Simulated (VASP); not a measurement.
# ErBe (R3m) in VASP: relaxation of cell and atoms with PBE

Aim: the relaxation of cell and atoms of ErBe with PBE.

Program: VASP 6.6.1. These are calculated values, not measurements. Logs are shortened: lines on timing, memory, paths and dates and some standing lists are left out, and cuts for length are marked.

## 1. The cell of the first run

The structure is trigonal, space group R3m (No. 160). The conventional cell has a = 3.742 Å, b = 3.742 Å, c = 8.115 Å, α = 90.00°, β = 90.00°, γ = 120.00°. Er (site symmetry 3m) has 3 Be at 2.18 Å within 2.9 Å. Be (site symmetry 3m) has 3 Er at 2.18 Å within 2.9 Å.

The cell was generated, and may not be a known phase.

## 2. Relaxation of cell and atoms, PBE

The input, INCAR:

```
SYSTEM = ErBe
ALGO = Normal
EDIFF = 1E-7
EDIFFG = -0.08
ENCUT = 600
GGA = PE
GGA_COMPAT = .FALSE.
IBRION = 2
ISIF = 3
ISMEAR = 0
LASPH = .TRUE.
LCHARG = .FALSE.
LMAXMIX = 6
LREAL = .FALSE.
LWAVE = .FALSE.
NELM = 200
NELMIN = 4
NSW = 36
PREC = Accurate
SIGMA = 0.2
```

The input, KPOINTS:

```
k-points
0
G
  6 6 6
  0 0 0
```

The input, POSCAR:

```
ErBe
1.0
    1.8708329600      1.0801259200      2.7050629300
   -1.8708329600      1.0801259200      2.7050629300
    0.0000000000     -2.1602518300      2.7050629300
Er Be
1 1
Direct
    0.5721065300      0.5721065300      0.5721065300
    0.9458483500      0.9458483500      0.9458483500
```

Potentials or basis: VASP PAW PBE potentials, release 64 (Er_3, Be), 4f in core.

Launch:

```
$ cat potpaw_PBE.64/Er_3/POTCAR potpaw_PBE.64/Be/POTCAR > POTCAR
$ mpirun -np 1 vasp_std > vasp.out
```

OUTCAR:

```text
SYSTEM = ErBe
   EDIFF = 1E-7
   EDIFFG = -0.08
   ENCUT = 600
   GGA = PE
   IBRION = 2
   ISIF = 3
   ISMEAR = 0
   LASPH = .TRUE.
   LREAL = .FALSE.
   NELM = 200
   NELMIN = 4
   NSW = 36
   PREC = Accurate

 ion  position               nearest neighbor table
   1  0.572  0.572  0.572-   2 2.18   2 2.18   2 2.18   2 3.03
   2  0.946  0.946  0.946-   1 2.18   1 2.18   1 2.18   1 3.03

  LATTYP: Found a trigonal (rhomboedric) cell.
 ALAT       =     3.4617991600
 COS(alpha) =     0.4158877872

  Lattice vectors:

 A1 = (   1.8708329600,   1.0801259200,   2.7050629300)
 A2 = (  -1.8708329600,   1.0801259200,   2.7050629300)
 A3 = (   0.0000000000,  -2.1602518300,   2.7050629300)

Analysis of symmetry for initial positions (statically):
=====================================================================
 Subroutine PRICEL returns:
 Original cell was already a primitive cell.

 Routine SETGRP: Setting up the symmetry group for a
 trigonal (rhombohedral) supercell.

 Subroutine GETGRP returns: Found  6 space group operations
 (whereof  6 operations were pure point group operations)
 out of a pool of 12 trial point group operations.

The static configuration has the point symmetry C_3v.

Analysis of symmetry for dynamics (positions and initial velocities):
=====================================================================
 Subroutine PRICEL returns:
 Original cell was already a primitive cell.

 Routine SETGRP: Setting up the symmetry group for a
 trigonal (rhombohedral) supercell.

 Subroutine GETGRP returns: Found  6 space group operations
 (whereof  6 operations were pure point group operations)
 out of a pool of 12 trial point group operations.

The dynamic configuration has the point symmetry C_3v.

 Subroutine INISYM returns: Found  6 space group operations
 (whereof  6 operations are pure point group operations),
 and found     1 'primitive' translations

----------------------------------------------------------------------------------------

                                     Primitive cell

  volume of cell :      32.7973

  direct lattice vectors                    reciprocal lattice vectors
     1.870832960  1.080125920  2.705062930     0.267260632  0.154302998  0.123225722
    -1.870832960  1.080125920  2.705062930    -0.267260632  0.154302998  0.123225722
     0.000000000 -2.160251830  2.705062930     0.000000000 -0.308605995  0.123225723

  length of vectors
     3.461799160  3.461799160  3.461799160     0.332298419  0.332298419  0.332298418

  position of ions in fractional coordinates (direct lattice)
     0.572106530  0.572106530  0.572106530
     0.945848350  0.945848350  0.945848350

  ion indices of the primitive-cell ions
   primitive index   ion index
                 1           1
                 2           2

----------------------------------------------------------------------------------------

 KPOINTS: k-points

Automatic generation of k-mesh.
 Grid dimensions read from file:
 generate k-points for:    6    6    6

 Generating k-lattice:

  Cartesian coordinates                     Fractional coordinates (reciprocal lattice)
     0.044543439  0.025717166  0.020537620     0.166666667  0.000000000  0.000000000
    -0.044543439  0.025717166  0.020537620     0.000000000  0.166666667  0.000000000
     0.000000000 -0.051434333  0.020537620     0.000000000  0.000000000  0.166666667

  Length of vectors
     0.055383070  0.055383070  0.055383070

  Shift w.r.t. Gamma in fractional coordinates (k-lattice)
     0.000000000  0.000000000  0.000000000

 Subroutine IBZKPT returns following result:
 ===========================================

 Found     32 irreducible k-points:

 Following reciprocal coordinates:
            Coordinates               Weight
  0.000000  0.000000  0.000000      1.000000
  0.166667  0.000000  0.000000      6.000000
  0.333333  0.000000  0.000000      6.000000
  0.500000  0.000000 -0.000000      3.000000
  0.166667  0.166667  0.000000      6.000000
  0.333333  0.166667 -0.000000     12.000000
[... 16 lines left out ...]
  0.500000  0.500000  0.166667      6.000000
 -0.333333  0.500000  0.166667     12.000000
 [... further k-points ...]
   k-points           NKPTS =     32   k-points in BZ     NKDIM =     32   number of bands    NBANDS=      9
   number of dos      NEDOS =    301   number of ions     NIONS =      2
   total plane-waves  NPLWV =  21952
   dimension x,y,z NGX =    28 NGY =   28 NGZ =   28
   dimension x,y,z NGXF=    56 NGYF=   56 NGZF=   56
   ions per type =               1   1
   NGX,Y,Z   is equivalent  to a cutoff of  13.45, 13.45, 13.45 a.u.
   NGXF,Y,Z  is equivalent  to a cutoff of  26.89, 26.89, 26.89 a.u.
 SYSTEM =  ErBe
   PREC   = accura    normal or accurate (medium, high low for compatibility)
   ISTART =      0    job   : 0-new  1-cont  2-samecut
   ICHARG =      2    charge: 1-file 2-atom 10-const
   ISPIN  =      1    spin polarized calculation?
   LNONCOLLINEAR =      F non collinear calculations
   LSORBIT =      F    spin-orbit coupling
   LASPH  =      T    aspherical Exc in radial PAW
   ENCUT  =  600.0 eV  44.10 Ry    6.64 a.u.   6.91  6.91  6.91*2*pi/ulx,y,z
   NELM   =    200;   NELMIN=  4; NELMDL= -5     # of ELM steps
   EDIFF  = 0.1E-06   stopping-criterion for ELM
   LREAL  =      F    real-space projection
   EDIFFG = -.8E-01   stopping-criterion for IOM
   NSW    =     36    number of steps for IOM
   IBRION =      2    ionic relax: 0-MD 1-quasi-New 2-CG
   NFREE  =      1    steps in history (QN), initial steepest desc. (CG)
   ISIF   =      3    stress and relaxation
   ISYM   =      2    0-nonsym 1-usesym 2-fastsym
   POTIM  = 0.5000    time-step for ionic-motion
   TEBEG  =    0.0;   TEEND  =   0.0 temperature during run
   PSTRESS=    0.0 pullay stress
   NELECT =      11.0000    total number of electrons
   NUPDOWN=      -1.0000    fix difference up-down
   EMIN   =  10.00;   EMAX   =-10.00  energy-range for DOS
   EFERMI =   0.00;   METHOD = LEGACY
   ISMEAR =     0;   SIGMA  =   0.20  broadening in eV -4-tet -1-fermi 0-gaus
   EFERMI_NEDOS =   21; number of points for ismear=-14 and -15
   IALGO  =     38    algorithm
   IMIX   =      4    mixing-type and parameters
     AMIX     =   0.40;   BMIX     =  1.00
     AMIX_MAG =   1.60;   BMIX_MAG =  1.00
  volume/ion in A,a.u.               =      16.40       110.66
  Fermi-wavevector in a.u.,A,eV,Ry     =   1.137434  2.149439 17.602635  1.293757
  Thomas-Fermi vector in A             =   2.274139
   LORBIT       =      0    0 simple, 1 ext, 2 COOP (PROOUT), +10 PAW based schemes
   GGA     = PE    functional components
   LHFCALC =     F    Hartree Fock is set to
   AEXX    =    0.0000 exact exchange contribution
   IVDW    =     0    specifies the selected vdW correction
   LEPSILON=     F    determine dielectric tensor
   LRPA    =     F    only Hartree local field effects (RPA)
 conjugate gradient relaxation of ions
 non-spin polarized calculation
 Gauss-broadening in eV      SIGMA  =   0.20
  energy-cutoff  :      600.00
  volume of cell :       32.80
 maximum number of plane-waves:      1113
   NGX = 13   NGY = 13   NGZ = 13

--------------------------------------- Ionic step        1  -------------------------------------------

 number of electron      11.0000001 magnetization

 Free energy of the ion-electron system (eV)
  ---------------------------------------------------
  ext. energy  EPLUGINS =         0.00000000
  ---------------------------------------------------
  free energy    TOTEN  =        -4.86376966 eV

  energy without entropy =       -4.82741151  energy(sigma->0) =       -4.84559059

------------------------ aborting loop because EDIFF is reached ----------------------------------------

  FORCE on cell =-STRESS in cart. coord.  units (eV):
  Direction    XX          YY          ZZ          XY          YZ          ZX
  --------------------------------------------------------------------------------------
  -------------------------------------------------------------------------------------
  Total       10.3192932     10.3192932     -0.3484346      0.0000000     -0.0000000      0.0000000
  in kB      504.1067481    504.1067515    -17.0213445      0.0000000     -0.0000000      0.0000000
  external PRESSURE =     330.3973851 kB  Pullay stress =       0.0000000 kB
[... 89 lines left out ...]
  FREE ENERGIE OF THE ION-ELECTRON SYSTEM (eV)
  ---------------------------------------------------
  free  energy   TOTEN  =        -6.9261750451 eV

  energy  without entropy=       -6.8695406204  energy(sigma->0) =       -6.89785783

 E-fermi :   2.5355     XC(G=0):  -9.3529

 val. band max:        2.5306109933   @ k =   0.5000   0.5000   0.5000
 cond. band min:       2.5701172553   @ k =  -0.3333   0.1667   0.0000
 fundamental gap:      0.0395062620
 Fermi energy:         2.5354678695

 k-point     1 :       0.0000    0.0000    0.0000
  band No.  band energies     occupation
      1     -22.1004      2.00000
      2     -22.0923      2.00000
      3     -22.0923      2.00000
      4      -3.6332      2.00000
      5       2.5301      1.03052
      6       2.5301      1.03052
      7       5.5585      0.00000
      8       5.5585      0.00000
      9       6.1674      0.00000
[... 265 lines left out ...]
 k-point    24 :      -0.3333    0.5000    0.1667
  band No.  band energies     occupation
      1     -22.3139      2.00000
      2     -22.2168      2.00000
      3     -22.1195      2.00000
      4      -0.2434      2.00000
      5       1.1235      2.00000
      6       2.1518      1.99333
      7       3.0661      0.00018
      8       4.7517      0.00000
      9       6.2787      0.00000

 [... further k-points ...]

 E-fermi :   3.2136     XC(G=0):  -9.9777

 val. band max:        3.2087817080   @ k =  -0.1667   0.1667   0.1667
 cond. band min:       3.2978355146   @ k =   0.3333   0.3333   0.0000
 fundamental gap:      0.0890538066
 Fermi energy:         3.2135513586

 k-point     1 :       0.0000    0.0000    0.0000
  band No.  band energies     occupation
      1     -20.7817      2.00000
      2     -20.7275      2.00000
      3     -20.7275      2.00000
      4      -3.2608      2.00000
      5       2.8788      1.98205
      6       2.8788      1.98205
      7       6.9604      0.00000
      8       7.8956      0.00000
      9       7.8957      0.00000
[... 265 lines left out ...]
 k-point    24 :      -0.3333    0.5000    0.1667
  band No.  band energies     occupation
      1     -21.1517      2.00000
      2     -21.0139      2.00000
      3     -20.7792      2.00000
      4       0.3616      2.00000
      5       1.7185      2.00000
      6       2.7277      1.99941
      7       4.8761      0.00000
      8       6.0254      0.00000
      9       7.1446      0.00000

 [... further k-points ...]

[... ionic steps 4 to 15 ...]

--------------------------------------- Ionic step       16  -------------------------------------------

 number of electron      11.0000000 magnetization

------------------------ aborting loop because EDIFF is reached ----------------------------------------

  FORCE on cell =-STRESS in cart. coord.  units (eV):
  Direction    XX          YY          ZZ          XY          YZ          ZX
  --------------------------------------------------------------------------------------
  -------------------------------------------------------------------------------------
  Total       -0.5426667     -0.5426667     -0.1500093     -0.0000000     -0.0000000      0.0000000
  in kB      -22.0014009    -22.0014011     -6.0818441     -0.0000000     -0.0000000      0.0000000
  external PRESSURE =     -16.6948820 kB  Pullay stress =       0.0000000 kB
[... 57 lines left out ...]
  energy  without entropy=       -8.0618678925  energy(sigma->0) =       -8.08397605

--------------------------------------- Ionic step       18  -------------------------------------------

 number of electron      11.0000001 magnetization

 Free energy of the ion-electron system (eV)
  ---------------------------------------------------
  ext. energy  EPLUGINS =         0.00000000
  ---------------------------------------------------
  free energy    TOTEN  =        -8.10795704 eV

  energy without entropy =       -8.06305626  energy(sigma->0) =       -8.08550665

 E-fermi :   3.5141     XC(G=0): -10.1237

 val. band max:        3.4889129046   @ k =   0.5000   0.5000  -0.0000
 cond. band min:       3.5207646532   @ k =   0.1667   0.1667   0.1667
 fundamental gap:      0.0318517486
 Fermi energy:         3.5140634223

 k-point     1 :       0.0000    0.0000    0.0000
  band No.  band energies     occupation
      1     -20.5944      2.00000
      2     -20.5938      2.00000
      3     -20.5938      2.00000
      4      -3.2388      2.00000
      5       3.3772      1.66691
      6       3.3772      1.66691
      7       7.7576      0.00000
      8       7.7602      0.00000
      9       7.7602      0.00000
[... 265 lines left out ...]
 k-point    24 :      -0.3333    0.5000    0.1667
  band No.  band energies     occupation
      1     -21.0117      2.00000
      2     -20.8838      2.00000
      3     -20.6305      2.00000
      4       0.4093      2.00000
      5       1.8883      2.00000
      6       2.8994      1.99999
      7       5.1333      0.00000
      8       6.7697      0.00000
      9       7.0777      0.00000

 [... further k-points ...]
[... 5 lines left out ...]
  --------------------------------------------------------------------------------------
  -------------------------------------------------------------------------------------
  Total       -0.0055506     -0.0055506      0.0351123      0.0000000      0.0000000      0.0000000
  in kB       -0.2313336     -0.2313336      1.4633712      0.0000000      0.0000000      0.0000000
  external PRESSURE =       0.3335680 kB  Pullay stress =       0.0000000 kB
[... 17 lines left out ...]
  FREE ENERGIE OF THE ION-ELECTRON SYSTEM (eV)
  ---------------------------------------------------
  free  energy   TOTEN  =        -8.1079570424 eV

  energy  without entropy=       -8.0630562592  energy(sigma->0) =       -8.08550665

 reached required accuracy - stopping structural energy minimisation
```

It took 84 s on 1 thread of Intel Xeon Platinum 8559C (Emerald Rapids), shared host; peak memory 0.18 GiB.

What came out:

```yaml
Free_energy: -8.1080 eV
Relaxed_volume: 19.22 Å³/atom
Relaxed_cell: a = 3.375 Å, b = 3.375 Å, c = 3.375 Å, α = 90.05°, β = 90.05°, γ = 90.05°
Space_group_after_relaxing_to_0.1_Å: Pm-3m (No. 221)
Pressure_after_relaxing: 0.0 GPa
Largest_force_after_relaxing: 0.027 eV/Å
Band_gap_on_the_k_mesh: zero (an odd number of electrons rules out a gap without spin polarisation)
```

Forces on the atoms (eV/Å):
```
Er   0.000  0.000 -0.027
Be   0.000  0.000  0.027
```

Final structure:
```
CELL_PARAMETERS angstrom
2.38759 1.37847 1.94674
-2.38759 1.37847 1.94674
0.00000 -2.75695 1.94674
ATOMIC_POSITIONS crystal
Er 0.50962 0.50962 0.50962
Be 0.00833 0.00833 0.00833
```

Levels at points of the mesh, in eV from the Fermi level:
| k point | band 3 | band 4 | band 5 | band 6 | band 7 | band 8 | band 9 |
| --- | --- | --- | --- | --- | --- | --- | --- |
| (0.00, 0.00, 0.00) | -24.11 | -6.75 | -0.14 | -0.14 | 4.24 | 4.25 | 4.25 |
| (0.50, 0.00, 0.00) | -24.06 | -3.81 | -2.94 | 0.81 | 1.59 | 1.60 | 6.02 |
| (0.50, 0.50, 0.00) | -24.02 | -3.42 | -0.14 | -0.13 | -0.03 | 3.43 | 3.44 |
| (0.50, 0.50, 0.50) | -24.46 | -2.18 | -2.18 | -2.18 | 1.40 | 6.27 | 6.29 |

Caveat: the volume moved by over 15 % at a fixed basis, so the end points are rough; spin-orbit coupling is left out, which moves the levels of the heavy elements; the 4f electrons are frozen in the core, so they carry no moment and show no levels.

The gap in the log of VASP goes by the Fermi energy; the results here count the filled bands.